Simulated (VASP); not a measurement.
# GaN (F-43m) in VASP: further runs, part 2 of 2

VASP 6.6.1.

### 4 Elastic constants, LDA

This run uses another cell than the first one, of 10.70 Å³/atom.

INCAR reads:

```
SYSTEM = GaN
  PREC = Accurate
  ENCUT = 600
  EDIFF = 1E-8
  ISMEAR = 0
  SIGMA = 0.01
  LREAL = .FALSE.
  LASPH = .TRUE.
  NELM = 100
  ALGO = Normal
  ISIF = 3
  LWAVE = .FALSE.
  LCHARG = .FALSE.
  IBRION = 6
  NFREE = 2
  POTIM = 0.015
  NSW = 1
```

KPOINTS reads:

```
regular mesh
0
G
  10 10 10
  0 0 0
```

POSCAR reads:

```
GaN
1.0
    0.0000000000      2.2038781765      2.2038781765
    2.2038781765      0.0000000000      2.2038781765
    2.2038781765      2.2038781765      0.0000000000
Ga N
1 1
Direct
    0.0000000000      0.0000000000      0.0000000000
    0.2500000000      0.2500000000      0.2500000000
```

Potentials or basis: VASP PAW LDA potentials, release 64 (Ga_d, N).

Run with:

```sh
$ cat potpaw_LDA.64/Ga_d/POTCAR potpaw_LDA.64/N/POTCAR > POTCAR
$ mpirun -np 1 vasp_std > vasp.out
```

OUTCAR:

```text
SYSTEM = GaN
   PREC = Accurate
   ENCUT = 600
   EDIFF = 1E-8
   ISMEAR = 0
   LREAL = .FALSE.
   LASPH = .TRUE.
   NELM = 100
   ISIF = 3
   IBRION = 6
   NFREE = 2
   POTIM = 0.015
   NSW = 1

 ion  position               nearest neighbor table
   1  0.000  0.000  0.000-   2 1.91   2 1.91   2 1.91   2 1.91
   2  0.250  0.250  0.250-   1 1.91   1 1.91   1 1.91   1 1.91

  LATTYP: Found a face centered cubic cell.
 ALAT       =     4.4077563530

  Lattice vectors:

 A1 = (   0.0000000000,   2.2038781765,   2.2038781765)
 A2 = (   2.2038781765,   0.0000000000,   2.2038781765)
 A3 = (   2.2038781765,   2.2038781765,   0.0000000000)

Analysis of symmetry for initial positions (statically):
=====================================================================
 Subroutine PRICEL returns:
 Original cell was already a primitive cell.

 Routine SETGRP: Setting up the symmetry group for a
 face centered cubic supercell.

 Subroutine GETGRP returns: Found 24 space group operations
 (whereof 24 operations were pure point group operations)
 out of a pool of 48 trial point group operations.

The static configuration has the point symmetry T_d .

Analysis of symmetry for dynamics (positions and initial velocities):
=====================================================================
 Subroutine PRICEL returns:
 Original cell was already a primitive cell.

 Routine SETGRP: Setting up the symmetry group for a
 face centered cubic supercell.

 Subroutine GETGRP returns: Found 24 space group operations
 (whereof 24 operations were pure point group operations)
 out of a pool of 48 trial point group operations.

The dynamic configuration has the point symmetry T_d .

 Subroutine INISYM returns: Found 24 space group operations
 (whereof 24 operations are pure point group operations),
 and found     1 'primitive' translations

----------------------------------------------------------------------------------------

                                     Primitive cell

  volume of cell :      21.4088

  direct lattice vectors                    reciprocal lattice vectors
     0.000000000  2.203878176  2.203878176    -0.226872794  0.226872794  0.226872794
     2.203878176  0.000000000  2.203878176     0.226872794 -0.226872794  0.226872794
     2.203878176  2.203878176  0.000000000     0.226872794  0.226872794 -0.226872794

  length of vectors
     3.116754407  3.116754407  3.116754407     0.392955206  0.392955206  0.392955206

  position of ions in fractional coordinates (direct lattice)
     0.000000000  0.000000000  0.000000000
     0.250000000  0.250000000  0.250000000

  ion indices of the primitive-cell ions
   primitive index   ion index
[... 305 lines left out ...]

 number of electron      17.9999998 magnetization

 Free energy of the ion-electron system (eV)
  ---------------------------------------------------
  ext. energy  EPLUGINS =         0.00000000
  ---------------------------------------------------
  free energy    TOTEN  =       -13.92203079 eV

  energy without entropy =      -13.92203079  energy(sigma->0) =      -13.92203079

 E-fermi :   5.9664     XC(G=0): -12.4790

 val. band max:        5.8236670819   @ k =   0.0000   0.0000   0.0000
 cond. band min:       7.9770365535   @ k =   0.0000   0.0000   0.0000
 fundamental gap:      2.1533694716
 Fermi energy:         5.9664004010

 k-point     1 :       0.0000    0.0000    0.0000
  band No.  band energies     occupation
      1     -10.6097      2.00000
      2      -7.8476      2.00000
      3      -7.8403      2.00000
      4      -7.8341      2.00000
      5      -7.4496      2.00000
      6      -7.4495      2.00000
      7       5.7660      2.00000
      8       5.7963      2.00000
      9       5.8237      2.00000
     10       7.9770      0.00000
     11      16.3010      0.00000
     12      16.3236      0.00000
     13      16.3489      0.00000
[... 354 lines left out ...]
  band No.  band energies     occupation
      1      -9.4432      2.00000
      2      -7.7016      2.00000
      3      -7.5679      2.00000
      4      -7.5657      2.00000
      5      -7.3761      2.00000
      6      -6.5045      2.00000
      7       0.5776      2.00000
      8       3.0969      2.00000
      9       3.4236      2.00000
     10      10.2555      0.00000
     11      13.2635      0.00000
     12      16.8043      0.00000
     13      19.0787      0.00000

 [... further k-points ...]

------------------------ aborting loop because EDIFF is reached ----------------------------------------

  FORCE on cell =-STRESS in cart. coord.  units (eV):
  Direction    XX          YY          ZZ          XY          YZ          ZX
  --------------------------------------------------------------------------------------
  -------------------------------------------------------------------------------------
  Total        1.0870838      1.0926712      1.0926712      0.0000000      0.1713073      0.0000000
  in kB       81.3543641     81.7725120     81.7725120      0.0000000     12.8201642      0.0000000
  external PRESSURE =      81.6331294 kB  Pullay stress =       0.0000000 kB
[... 17 lines left out ...]
  FREE ENERGIE OF THE ION-ELECTRON SYSTEM (eV)
  ---------------------------------------------------
  free  energy   TOTEN  =       -13.9220307950 eV

  energy  without entropy=      -13.9220307950  energy(sigma->0) =      -13.92203079

 INTERNAL STRAIN TENSORS FROM STRAINED CELLS
 ============================================

 INTERNAL STRAIN TENSOR FOR ION    1 for displacements in x,y,z  (eV/Angst):
          X           Y           Z          XY          YZ          ZX
  --------------------------------------------------------------------------------
  x    -0.00000     0.00000     0.00000     0.00000    11.42314    -0.00000
  y     0.00000    -0.00000     0.00000     0.00000    -0.00000    11.42435
  z     0.00000     0.00000    -0.00000    11.42164    -0.00000     0.00000

 INTERNAL STRAIN TENSORS FROM DISPLACED ATOMS
 ============================================

 INTERNAL STRAIN TENSOR FOR ION    1 for displacements in x,y,z  (eV/Angst):
          X           Y           Z          XY          YZ          ZX
  --------------------------------------------------------------------------------
  x    -0.00000     0.00000     0.00000     0.00000    11.41286     0.00000
  y     0.00000    -0.00000     0.00000     0.00000     0.00000    11.41286
  z     0.00000     0.00000    -0.00000    11.41286     0.00000     0.00000

 INTERNAL STRAIN TENSOR FOR ION    2 for displacements in x,y,z  (eV/Angst):
          X           Y           Z          XY          YZ          ZX
  --------------------------------------------------------------------------------
  x     0.00000    -0.00000    -0.00000     0.00000   -11.41961     0.00000
  y    -0.00000     0.00000    -0.00000     0.00000     0.00000   -11.41961
  z    -0.00000    -0.00000     0.00000   -11.41961     0.00000     0.00000

 Eigenvectors and eigenvalues of the dynamical matrix
 ----------------------------------------------------

   1 f  =   17.524327 THz   110.108593 2PiTHz  584.548624 cm-1    72.474760 meV
             X         Y         Z           dx          dy          dz
      0.000000  0.000000  0.000000     0.200180   -0.356493   -0.000000
      1.101939  1.101939  1.101939    -0.446823    0.795732   -0.000000
[... 21 lines left out ...]
   6 f/i=    0.001608 THz     0.010104 2PiTHz    0.053640 cm-1     0.006650 meV
             X         Y         Z           dx          dy          dz
      0.000000  0.000000  0.000000    -0.037756    0.183857   -0.893091
      1.101939  1.101939  1.101939    -0.016915    0.082369   -0.400111

--------------------------------------------------------------------------------------------------------

 ELASTIC MODULI CONTR FROM IONIC RELAXATION (kBar)
 Direction    XX          YY          ZZ          XY          YZ          ZX
 --------------------------------------------------------------------------------
 XX          -0.0000      0.0000      0.0000     -0.0000      0.0000     -0.0000
 YY           0.0000     -0.0000      0.0000     -0.0000     -0.0000      0.0000
 ZZ           0.0000      0.0000     -0.0000      0.0000     -0.0000     -0.0000
 XY          -0.0000     -0.0000      0.0000   -665.8374      0.0000     -0.0000
 YZ           0.0000     -0.0000     -0.0000      0.0000   -665.8374      0.0000
 ZX          -0.0000      0.0000     -0.0000     -0.0000      0.0000   -665.8374
 --------------------------------------------------------------------------------

 TOTAL ELASTIC MODULI (kBar)
 Direction    XX          YY          ZZ          XY          YZ          ZX
 --------------------------------------------------------------------------------
 XX        3094.7478   1856.1139   1856.1139     -0.0000      0.0000      0.0000
 YY        1856.1139   3094.7478   1856.1139     -0.0000     -0.0000      0.0000
 ZZ        1856.1139   1856.1139   3094.7478      0.0000     -0.0000     -0.0000
 XY          -0.0000     -0.0000      0.0000   1650.8937      0.0000     -0.0000
 YZ           0.0000     -0.0000     -0.0000      0.0000   1650.8937      0.0000
 ZX           0.0000      0.0000     -0.0000     -0.0000      0.0000   1650.8937
 --------------------------------------------------------------------------------
```

stdout:

```text
POSCAR found type information on POSCAR GaN
 POSCAR found :  2 types and       2 ions
 scaLAPACK will be used
 LDA part: xc-table for (Slater(with rela. corr.)+CA(PZ))
 , standard interpolation
 POSCAR, INCAR and KPOINTS ok, starting setup
 FFT: planning ... GRIDC
 FFT: planning ... GRID_SOFT
 FFT: planning ... GRID
 WAVECAR not read
 entering main loop
 Found     2 degrees of freedom:
 Adding 6 more for cell shape distortion
 Finite differences POTIM= 0.01500 DOF=   8
 bond charge predicted
 Finite differences progress:
 bond charge predicted
 Finite differences progress:
 bond charge predicted
 Finite differences progress:
 bond charge predicted
 Finite differences progress:
 bond charge predicted
 Finite differences progress:
 bond charge predicted
 Finite differences progress:
 bond charge predicted
 Finite differences progress:
 bond charge predicted
 Finite differences progress:
 bond charge predicted
 Finite differences progress:
 bond charge predicted
 Finite differences progress:
 bond charge predicted
 Finite differences progress:
 bond charge predicted
 Finite differences progress:
 bond charge predicted
 Finite differences progress:
 bond charge predicted
 Finite differences progress:
 bond charge predicted
 Finite differences progress:
 bond charge predicted
 Finite differences progress:
```

Wall time 12 min (1 thread of AMD EPYC 7R13, shared host); peak memory 0.31 GiB.

What came out:

```yaml
Elastic_constants_C11_C12_C44: 309, 186, 165 GPa
Voigt_bulk_modulus: 227 GPa
Highest_phonon_frequency_at_Γ_LO-TO_splitting_left_out: 585 cm⁻¹
```

Phonon frequencies in cm⁻¹ (negative: imaginary):
| q point | frequencies |
| --- | --- |
| (0.000, 0.000, 0.000) | 0 0 0 585 585 585 |

Elastic tensor in Voigt notation (GPa, in the Cartesian axes of the cell as first typed):
```
309 186 186   0   0   0
186 309 186   0   0   0
186 186 309   0   0   0
  0   0   0 165   0   0
  0   0   0   0 165   0
  0   0   0   0   0 165
```

Clamped-ion elastic tensor (GPa):
```
309 186 186   0   0   0
186 309 186   0   0   0
186 186 309   0   0   0
  0   0   0 232   0   0
  0   0   0   0 232   0
  0   0   0   0   0 232
```

Caveat: the cell is under stress, which shifts elastic constants.

### 5 Elastic constants, LDA

This run uses another cell than the first one, of 10.85 Å³/atom.

INCAR reads:

```
PREC = Accurate
ENCUT = 600
EDIFF = 1E-8
ISMEAR = 0
SIGMA = 0.01
LREAL = False
LASPH = True
NELM = 60
ALGO = Normal
ISIF = 3
LWAVE = False
LCHARG = False
GGA = CA
NBANDS = 16
IBRION = 6
NFREE = 2
POTIM = 0.015
NSW = 1
```

KPOINTS reads:

```
Automatic mesh
0
Gamma
  10 10 10
```

POSCAR reads:

```
GaN
1.0
    0.0000000000      2.2136478995      2.2136478995
    2.2136478995      0.0000000000      2.2136478995
    2.2136478995      2.2136478995      0.0000000000
Ga N
1 1
Direct
    0.0000000000      0.0000000000      0.0000000000
    0.2500000000      0.2500000000      0.2500000000
```

Run with:

```sh
$ cat potpaw_LDA.64/Ga_d/POTCAR potpaw_LDA.64/N/POTCAR > POTCAR
$ mpirun -np 1 vasp_std > vasp.out
```

Wall time 16 min (1 thread of AMD EPYC 7R13, shared host); peak memory 0.33 GiB.

The run converged. Its results:

```
Elastic constants C11, C12, C44                         : 301, 175, 164 GPa
Voigt bulk modulus                                      : 217 GPa
Highest phonon frequency at Γ, LO-TO splitting left out : 573 cm⁻¹
```

Phonon frequencies in cm⁻¹ (negative: imaginary):
```csv
q point,frequencies
"(0.000, 0.000, 0.000)",0 0 0 573 573 573
```

Elastic tensor in Voigt notation (GPa, in the Cartesian axes of the cell as first typed):
```
301 175 175   0   0   0
175 301 175   0   0   0
175 175 301   0   0   0
  0   0   0 164   0   0
  0   0   0   0 164   0
  0   0   0   0   0 164
```

Clamped-ion elastic tensor (GPa):
```
301 175 175   0   0   0
175 301 175   0   0   0
175 175 301   0   0   0
  0   0   0 222   0   0
  0   0   0   0 222   0
  0   0   0   0   0 222
```

Caveat: the cell is under stress, which shifts elastic constants.
